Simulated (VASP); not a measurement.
# Ho4S (P3m1) in VASP: single point with PBE

Aim: the single point of Ho4S with PBE.

All numbers are computed with VASP 6.6.1; they aren't measurements. Logs are shortened: lines on timing, memory, paths and dates and some standing lists are left out, and cuts for length are marked.

## Step 1: The cell of the first run

The typed cell holds 5 atoms: a = 6.433 Å, b = 6.433 Å, c = 5.117 Å, α = 90.00°, β = 90.00°, γ = 120.00°.

The cell was generated, and may not be a known phase.

## Step 2: Single point, PBE

Contents of INCAR:

```
SYSTEM = Ho4S
PREC = Accurate ; ENCUT = 500
EDIFF = 1E-6 ; ISMEAR = 0
SIGMA = 0.2 ; LREAL = .FALSE.
LASPH = .TRUE. ; NELM = 200
ALGO = Normal ; ISIF = 2
LWAVE = .FALSE. ; LCHARG = .TRUE.
GGA = PE ; LELF = .TRUE.
LVHAR = .TRUE. ; NBANDS = 29
GGA_COMPAT = .FALSE. ; LMAXMIX = 6
```

Contents of KPOINTS:

```
Automatic mesh
0
G
  4 4 3
  0 0 0
```

Contents of POSCAR:

```
Ho4S
1.0
    6.4328273157     -0.0000000036      0.0000000000
   -3.2164136547      5.5709918753      0.0000000000
    0.0000000000      0.0000000000      5.1167832082
Ho S
4 1
Direct
    0.5059191232      0.4940808768      0.2298315391
    0.5059191232      0.0118382464      0.2298315391
    0.9881617536      0.4940808768      0.2298315391
    0.3333333333      0.6666666667      0.7299032259
    0.6666666667      0.3333333333      0.7300114267
```

Potentials or basis: VASP PAW PBE potentials, release 64 (Ho_3, S), 4f in core.

The run is started by

```console
cat potpaw_PBE.64/Ho_3/POTCAR potpaw_PBE.64/S/POTCAR > POTCAR
mpirun -np 1 vasp_std > vasp.out
```

OUTCAR:

```text
SYSTEM = Ho4S
   PREC = Accurate
   ENCUT = 500
   EDIFF = 1E-6
   ISMEAR = 0
   LREAL = .FALSE.
   LASPH = .TRUE.
   NELM = 200
   ISIF = 2
   GGA = PE

 ion  position               nearest neighbor table
   1  0.506  0.494  0.230-   2 3.10   3 3.10   5 3.12   5 3.12   4 3.20   4 3.20   2 3.33   3 3.33

   2  0.506  0.012  0.230-   1 3.10   3 3.10   5 3.12   5 3.12   4 3.20   4 3.20   1 3.33   3 3.33

   3  0.988  0.494  0.230-   2 3.10   1 3.10   5 3.12   5 3.12   4 3.20   4 3.20   2 3.33   1 3.33

   4  0.333  0.667  0.730-   2 3.20   3 3.20   1 3.20   2 3.20   3 3.20   1 3.20
   5  0.667  0.333  0.730-   2 3.12   3 3.12   1 3.12   2 3.12   3 3.12   1 3.12

  LATTYP: Found a hexagonal cell.
 ALAT       =     6.4328273157
 C/A-ratio  =     0.7954174669

  Lattice vectors:

 A1 = (   6.4328273157,  -0.0000000036,   0.0000000000)
 A2 = (  -3.2164136547,   5.5709918753,   0.0000000000)
 A3 = (   0.0000000000,   0.0000000000,   5.1167832082)

Analysis of symmetry for initial positions (statically):
=====================================================================
 Subroutine PRICEL returns:
 Original cell was already a primitive cell.

 Routine SETGRP: Setting up the symmetry group for a
 hexagonal supercell.

 Subroutine GETGRP returns: Found  6 space group operations
 (whereof  6 operations were pure point group operations)
 out of a pool of 24 trial point group operations.

The static configuration has the point symmetry C_3v.

Analysis of symmetry for dynamics (positions and initial velocities):
=====================================================================
 Subroutine PRICEL returns:
 Original cell was already a primitive cell.

 Routine SETGRP: Setting up the symmetry group for a
 hexagonal supercell.

 Subroutine GETGRP returns: Found  6 space group operations
 (whereof  6 operations were pure point group operations)
 out of a pool of 24 trial point group operations.

The dynamic configuration has the point symmetry C_3v.

 Subroutine INISYM returns: Found  6 space group operations
 (whereof  6 operations are pure point group operations),
 and found     1 'primitive' translations

----------------------------------------------------------------------------------------

                                     Primitive cell

  volume of cell :     183.3713

  direct lattice vectors                    reciprocal lattice vectors
     6.432827316 -0.000000004  0.000000000     0.155452642  0.089750624  0.000000000
    -3.216413655  5.570991875  0.000000000     0.000000000  0.179501249  0.000000000
     0.000000000  0.000000000  5.116783208     0.000000000  0.000000000  0.195435288

  length of vectors
     6.432827316  6.432827316  5.116783208     0.179501249  0.179501249  0.195435288

  position of ions in fractional coordinates (direct lattice)
     0.505919123  0.494080877  0.229831539
     0.505919123  0.011838246  0.229831539
     0.988161754  0.494080877  0.229831539
     0.333333333  0.666666667  0.729903226
     0.666666667  0.333333333  0.730011427

  ion indices of the primitive-cell ions
   primitive index   ion index
                 1           1
                 2           2
                 3           3
                 4           4
                 5           5

----------------------------------------------------------------------------------------

 KPOINTS: Automatic mesh

Automatic generation of k-mesh.
 Grid dimensions read from file:
 generate k-points for:    4    4    3

 Generating k-lattice:

  Cartesian coordinates                     Fractional coordinates (reciprocal lattice)
     0.038863160  0.022437656  0.000000000     0.250000000  0.000000000  0.000000000
     0.000000000  0.044875312  0.000000000     0.000000000  0.250000000  0.000000000
     0.000000000  0.000000000  0.065145096     0.000000000  0.000000000  0.333333333

  Length of vectors
     0.044875312  0.044875312  0.065145096

  Shift w.r.t. Gamma in fractional coordinates (k-lattice)
     0.000000000  0.000000000  0.000000000

 Subroutine IBZKPT returns following result:
 ===========================================

 Found      9 irreducible k-points:

 Following reciprocal coordinates:
            Coordinates               Weight
  0.000000  0.000000  0.000000      1.000000
  0.250000  0.000000  0.000000      6.000000
  0.500000  0.000000  0.000000      3.000000
  0.250000  0.250000  0.000000      6.000000
  0.000000  0.000000  0.333333      2.000000
  0.250000  0.000000  0.333333      6.000000
  0.000000  0.250000  0.333333      6.000000
  0.500000  0.000000  0.333333      6.000000
  0.250000  0.250000  0.333333     12.000000
   k-points           NKPTS =      9   k-points in BZ     NKDIM =      9   number of bands    NBANDS=     29
   number of dos      NEDOS =    301   number of ions     NIONS =      5
   total plane-waves  NPLWV =  92160
   dimension x,y,z NGX =    48 NGY =   48 NGZ =   40
   dimension x,y,z NGXF=    96 NGYF=   96 NGZF=   80
   ions per type =               4   1
   NGX,Y,Z   is equivalent  to a cutoff of  12.40, 12.40, 13.00 a.u.
   NGXF,Y,Z  is equivalent  to a cutoff of  24.81, 24.81, 25.99 a.u.
 SYSTEM =  Ho4S
   PREC   = accura    normal or accurate (medium, high low for compatibility)
   ISTART =      0    job   : 0-new  1-cont  2-samecut
   ICHARG =      2    charge: 1-file 2-atom 10-const
   ISPIN  =      1    spin polarized calculation?
   LNONCOLLINEAR =      F non collinear calculations
   LSORBIT =      F    spin-orbit coupling
   LASPH  =      T    aspherical Exc in radial PAW
   ENCUT  =  500.0 eV  36.75 Ry    6.06 a.u.  11.73 11.73  9.33*2*pi/ulx,y,z
   NELM   =    200;   NELMIN=  2; NELMDL= -5     # of ELM steps
   EDIFF  = 0.1E-05   stopping-criterion for ELM
   LREAL  =      F    real-space projection
   EDIFFG = 0.1E-04   stopping-criterion for IOM
   NSW    =      0    number of steps for IOM
   IBRION =     -1    ionic relax: 0-MD 1-quasi-New 2-CG
   NFREE  =      0    steps in history (QN), initial steepest desc. (CG)
   ISIF   =      2    stress and relaxation
   ISYM   =      2    0-nonsym 1-usesym 2-fastsym
   POTIM  = 0.5000    time-step for ionic-motion
   TEBEG  =    0.0;   TEEND  =   0.0 temperature during run
   PSTRESS=    0.0 pullay stress
   NELECT =      42.0000    total number of electrons
   NUPDOWN=      -1.0000    fix difference up-down
   EMIN   =  10.00;   EMAX   =-10.00  energy-range for DOS
   EFERMI =   0.00;   METHOD = LEGACY
   ISMEAR =     0;   SIGMA  =   0.20  broadening in eV -4-tet -1-fermi 0-gaus
   EFERMI_NEDOS =   21; number of points for ismear=-14 and -15
   IALGO  =     38    algorithm
   IMIX   =      4    mixing-type and parameters
     AMIX     =   0.40;   BMIX     =  1.00
     AMIX_MAG =   1.60;   BMIX_MAG =  1.00
  volume/ion in A,a.u.               =      36.67       247.49
  Fermi-wavevector in a.u.,A,eV,Ry     =   1.001646  1.892836 13.650644  1.003294
  Thomas-Fermi vector in A             =   2.134081
   LORBIT       =      0    0 simple, 1 ext, 2 COOP (PROOUT), +10 PAW based schemes
   GGA     = PE    functional components
   LHFCALC =     F    Hartree Fock is set to
   AEXX    =    0.0000 exact exchange contribution
   IVDW    =     0    specifies the selected vdW correction
   LEPSILON=     F    determine dielectric tensor
   LRPA    =     F    only Hartree local field effects (RPA)
 non-spin polarized calculation
 Gauss-broadening in eV      SIGMA  =   0.20
  energy-cutoff  :      500.00
  volume of cell :      183.37
 maximum number of plane-waves:      4669
 NGX is ok and might be reduce to    48
   NGX = 23   NGY = 23   NGZ = 19

 number of electron      42.0000004 magnetization

 Free energy of the ion-electron system (eV)
  ---------------------------------------------------
  ext. energy  EPLUGINS =         0.00000000
  ---------------------------------------------------
  free energy    TOTEN  =       -19.85557645 eV

  energy without entropy =      -19.68118914  energy(sigma->0) =      -19.76838280

 E-fermi :   1.9602     XC(G=0):  -8.5086

 val. band max:        1.9298393575   @ k =   0.2500   0.2500   0.0000
 cond. band min:       1.9704558525   @ k =   0.2500   0.0000   0.0000
 fundamental gap:      0.0406164950
 Fermi energy:         1.9601586478

 k-point     1 :       0.0000    0.0000    0.0000
  band No.  band energies     occupation
      1     -22.8793      2.00000
      2     -22.7745      2.00000
      3     -22.6387      2.00000
      4     -22.6387      2.00000
      5     -22.4124      2.00000
      6     -22.4124      2.00000
[... 21 lines left out ...]
     28       4.1256      0.00000
     29       4.2281      0.00000

 k-point     2 :       0.2500    0.0000    0.0000
  band No.  band energies     occupation
      1     -22.8018      2.00000
      2     -22.7513      2.00000
      3     -22.6022      2.00000
      4     -22.5815      2.00000
      5     -22.4122      2.00000
      6     -22.4107      2.00000
[... 21 lines left out ...]
     28       4.0016      0.00000
     29       4.1437      0.00000

 k-point     3 :       0.5000    0.0000    0.0000
  band No.  band energies     occupation
      1     -22.7436      2.00000
      2     -22.7229      2.00000
      3     -22.5073      2.00000
      4     -22.4820      2.00000
      5     -22.4377      2.00000
      6     -22.4078      2.00000
[... 21 lines left out ...]
     28       3.6174      0.00000
     29       3.7451      0.00000

 k-point     4 :       0.2500    0.2500    0.0000
  band No.  band energies     occupation
      1     -22.7229      2.00000
      2     -22.7138      2.00000
      3     -22.5608      2.00000
      4     -22.4832      2.00000
      5     -22.4377      2.00000
      6     -22.4339      2.00000
[... 117 lines left out ...]
     28       3.7760      0.00000
     29       3.9094      0.00000

 k-point     8 :       0.5000    0.0000    0.3333
  band No.  band energies     occupation
      1     -22.7902      2.00000
      2     -22.6785      2.00000
      3     -22.6339      2.00000
      4     -22.5230      2.00000
      5     -22.4591      2.00000
      6     -22.4053      2.00000
[... 21 lines left out ...]
     28       3.8115      0.00000
     29       3.8256      0.00000

 k-point     9 :       0.2500    0.2500    0.3333
  band No.  band energies     occupation
      1     -22.7638      2.00000
      2     -22.6845      2.00000
      3     -22.6345      2.00000
      4     -22.5542      2.00000
      5     -22.4859      2.00000
      6     -22.4224      2.00000
[... 21 lines left out ...]
     28       3.7158      0.00000
     29       4.0119      0.00000

------------------------ aborting loop because EDIFF is reached ----------------------------------------

  FORCE on cell =-STRESS in cart. coord.  units (eV):
  Direction    XX          YY          ZZ          XY          YZ          ZX
  --------------------------------------------------------------------------------------
  -------------------------------------------------------------------------------------
  Total        0.8214868      0.8214868      0.0958318      0.0000000     -0.0000000     -0.0000000
  in kB        7.1776081      7.1776081      0.8373146      0.0000000     -0.0000000     -0.0000000
  external PRESSURE =       5.0641769 kB  Pullay stress =       0.0000000 kB

 VOLUME and BASIS-vectors are now :
 -----------------------------------------------------------------------------
  energy-cutoff  :      500.00
  volume of cell :      183.37
      direct lattice vectors                 reciprocal lattice vectors
     6.432827316 -0.000000004  0.000000000     0.155452642  0.089750624  0.000000000
    -3.216413655  5.570991875  0.000000000     0.000000000  0.179501249  0.000000000
     0.000000000  0.000000000  5.116783208     0.000000000  0.000000000  0.195435288

 POSITION                                       TOTAL-FORCE (eV/Angst)
 -----------------------------------------------------------------------------------
      1.66532      2.75252      1.17600         0.002564     -0.001480      0.000499
      3.21641      0.06595      1.17600         0.000000      0.002961      0.000499
      4.76751      2.75252      1.17600        -0.002564     -0.001480      0.000499
      0.00000      3.71399      3.73476        -0.000000      0.000000     -0.001577
      3.21641      1.85700      3.73531         0.000000      0.000000      0.000079
 -----------------------------------------------------------------------------------
    total drift:                               -0.000000      0.000000      0.000103

  FREE ENERGIE OF THE ION-ELECTRON SYSTEM (eV)
  ---------------------------------------------------
  free  energy   TOTEN  =       -19.8555764485 eV

  energy  without entropy=      -19.6811891436  energy(sigma->0) =      -19.76838280
```

It took 79 s on 1 thread of Intel Xeon Platinum 8175M at 2.50GHz (Skylake/Cascade Lake), shared host; peak memory 0.29 GiB.

What came out:

```
Free energy            : -19.8556 eV
Pressure               : 0.5 GPa
Largest force          : 0.003 eV/Å
Band gap on the k mesh : zero (bands 21 and 22 overlap by 0.31 eV)
```

Forces in eV/Å, atoms in the order of the input:
```
Ho   0.003 -0.001  0.000
Ho   0.000  0.003  0.000
Ho  -0.003 -0.001  0.000
Ho   0.000  0.000 -0.002
S    0.000  0.000  0.000
```

Stress tensor (GPa, compression positive):
```
0.72 0.00 0.00
0.00 0.72 0.00
0.00 0.00 0.08
```

Caveat: the k points lie up to 0.41 Å⁻¹ apart; spin-orbit coupling is left out, which moves the levels of the heavy elements; the 4f electrons are frozen in the core, so they carry no moment and show no levels; the run has no spin polarisation, though such a crystal can be magnetic. Spin polarisation is off, so any magnetic state and its effect on volume and gap are missing.

The gap in the log of VASP goes by the Fermi energy; the results here count the filled bands.